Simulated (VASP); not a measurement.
Write the native input for VASP 6.6.1 that does the following.

| Quantity | Value |
| --- | --- |
| Task | single point |
| Functional | LDA |
| Potentials or basis | VASP PAW PBE potentials, release 64 (Lu) |
| Cutoff | 520 eV |
| k mesh | 14 × 14 × 8 |
| Occupations | gaussian, width 0.05 eV |
| Spin | no spin polarisation |
| Dipole correction | no |
| Further INCAR settings | ALGO = Normal; EDIFF = 1e-06; NBANDS = 32 |

The structure of Lu lies in POSCAR:

```
Lu
1.0
    3.3832252337      0.0000000000      0.0000000000
   -1.6916126168      2.9299589991      0.0000000000
    0.0000000000      0.0000000000      5.2368650330
Lu
2
Direct
    0.3333333333      0.6666666667      0.7500000000
    0.6666666667      0.3333333333      0.2500000000
```

These files were run (other wordings do the same):

INCAR

```
PREC     = Accurate       # precision mode
ENCUT    = 520            # plane-wave cutoff, eV
EDIFF    = 1E-6           # SCF threshold, eV
ISMEAR   = 0              # smearing method
SIGMA    = 0.05           # smearing width, eV
LREAL    = F              # projectors in reciprocal space
LASPH    = T              # aspherical terms in the spheres
NELM     = 60             # most SCF steps
ALGO     = Normal         # electronic algorithm
ISIF     = 2              # what is computed and relaxed
LWAVE    = F              # write WAVECAR
LCHARG   = T              # write CHGCAR
GGA      = CA             # functional
LELF     = T              # ELF
LVHAR    = T            
NBANDS   = 32             # bands
```

KPOINTS

```
Automatic mesh
0
Gamma
  14 14 8
```

Potentials or basis: VASP PAW PBE potentials, release 64 (Lu).

Run with:

```sh
$ cat potpaw_PBE.64/Lu/POTCAR > POTCAR
$ mpirun -np 1 vasp_std > vasp.out
```

It gave:

| Quantity | Value |
| --- | --- |
| Pressure | 0.2 GPa |
| Band gap on the k mesh | zero (bands 25 and 26 overlap by 1.92 eV) |

Caveat: the PAW data sets were made with another functional, which shifts forces and pressure a little; spin-orbit coupling is left out, which moves the levels of the heavy elements.

Run time: 110 s on 1 thread of Intel(R) Xeon(R) Platinum 8488C (Sapphire Rapids) (shared host), peak memory 0.27 GiB.
